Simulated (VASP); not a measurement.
Write the native input for VASP 6.6.1 that does the following.

- Task: single point
- Functional: r2SCAN
- Dispersion: D3(BJ)
- Potentials or basis: VASP PAW PBE potentials, release 64 (O)
- Cutoff: 520 eV
- k mesh: 1 × 1 × 1
- Occupations: fermi-dirac, width 0.05 eV
- Spin: collinear spin, ferromagnetic start
- Starting moments: [1.0, 1.0, 1.0, 1.0, 1.0, 1.0, 1.0, 1.0, 1.0, 1.0, 1.0, 1.0, 1.0, 1.0, 1.0, 1.0, 1.0, 1.0, 1.0, 1.0] μB
- Dipole correction: no
- Further INCAR settings: LREAL = Auto; ALGO = Normal; EDIFF = 1e-06; NBANDS = 80

O:

```
O
1.0
     7.77498    0.00000    0.00000
     0.00000    7.77498    0.00000
     0.00000    0.00000    7.77498
O
20
Direct
  0.73072 0.57136 0.67238
  0.80510 0.49730 0.55805
  0.30033 0.00638 0.41782
  0.34323 0.89830 0.31464
  0.99858 0.32349 0.89764
  0.02521 0.17054 0.88799
  0.07856 0.74448 0.98680
  0.06939 0.73557 0.83223
  0.25259 0.40209 0.57675
  0.39753 0.39426 0.52146
  0.43727 0.12591 0.86802
  0.39391 0.97810 0.85030
  0.70145 0.99436 0.57452
  0.85039 0.95134 0.56774
  0.37381 0.48738 0.10890
  0.41715 0.51921 0.96320
  0.72725 0.74305 0.20688
  0.69337 0.82221 0.07775
  0.65727 0.23076 0.21827
  0.80517 0.19106 0.24324
```

One way to write it, as run:

POSCAR

```
O
1.0
    7.7749800000      0.0000000000      0.0000000000
    0.0000000000      7.7749800000      0.0000000000
    0.0000000000      0.0000000000      7.7749800000
O
20
Direct
    0.7307215578      0.5713594220      0.6723832208
    0.8050966330      0.4972985339      0.5580499126
    0.3003267974      0.0063761716      0.4178162981
    0.3432326622     -0.1017013853      0.3146446196
    0.9985824638      0.3234872750      0.8976350267
    1.0252104290      0.1705372214      0.8879936103
    0.0785633294      0.7444846615      0.9867981121
    0.0693884842      0.7355694818      0.8322262001
    0.2525887632      0.4020879927      0.5767468251
    0.3975330729      0.3942604718      0.5214607825
    0.4372731723      0.1259076257      0.8680153332
    0.3939134589     -0.0218981182      0.8503016744
    0.7014497618      0.9943604113      0.5745204727
    0.8503879069      0.9513356818      0.5677425797
    0.3738065455      0.4873799085      0.1089028850
    0.4171495376      0.5192055511     -0.0367989795
    0.7272455662      0.7430459102      0.2068810124
    0.6933667515      0.8222056056      0.0777465011
    0.6572659944      0.2307637911      0.2182685706
    0.8051682122      0.1910572865      0.2432409425
```

INCAR.step1

```
SYSTEM = O
  PREC = Accurate
  ENCUT = 520
  ISMEAR = -1
  SIGMA = 0.05
  LREAL = Auto
  LASPH = .TRUE.
  NELM = 150
  ISPIN = 2
  MAGMOM = 1 1 1 1 1 1 1 1 1 1 1 1 1 1 1 1 1 1 1 1
  NBANDS = 80
  GGA = PE
  ALGO = Normal
  EDIFF = 1E-4
  LWAVE = .TRUE.
  LCHARG = .FALSE.
```

INCAR.step2

```
SYSTEM = O
  PREC = Accurate
  ENCUT = 520
  EDIFF = 1E-6
  ISMEAR = -1
  SIGMA = 0.05
  LREAL = Auto
  LASPH = .TRUE.
  NELM = 150
  ALGO = Normal
  ISIF = 2
  LWAVE = .FALSE.
  LCHARG = .FALSE.
  ISPIN = 2
  MAGMOM = 1 1 1 1 1 1 1 1 1 1 1 1 1 1 1 1 1 1 1 1
  LORBIT = 11
  METAGGA = R2SCAN
  LMIXTAU = .TRUE.
  IVDW = 12
  VDW_S6 = 1.0
  VDW_S8 = 0.78981345
  VDW_A1 = 0.49484001
  VDW_A2 = 5.73083694
  NBANDS = 80
  ISTART = 1
```

KPOINTS

```
regular mesh
0
G
  1 1 1
  0 0 0
```

Potentials or basis: VASP PAW PBE potentials, release 64 (O).

Launch:

```sh
$ cat potpaw_PBE.64/O/POTCAR > POTCAR
$ cp INCAR.step1 INCAR
$ mpirun -np 1 vasp_gam > vasp.out
$ cp INCAR.step2 INCAR
$ mpirun -np 1 vasp_gam > vasp.out
```

It gave:

```
Pressure                                              : 1.3 GPa
Largest force                                         : 1.448 eV/Å
Net moment                                            : 20.00 μB per cell
Site moments                                          : O +0.83, +0.82 (each value once) μB
Valence electrons inside the program's atomic spheres : O 4.94
Dispersion energy per atom                            : -0.017 eV
```

Caveat: the k points lie up to 0.81 Å⁻¹ apart; the standard files for N, O and F lose accuracy on very short bonds; the PAW data sets were made with another functional, which shifts forces and pressure a little.

Wall time 3.4 min on 1 thread of Intel(R) Xeon(R) 6975P-C (Granite Rapids), with other jobs on the host, peak memory 0.71 GiB.
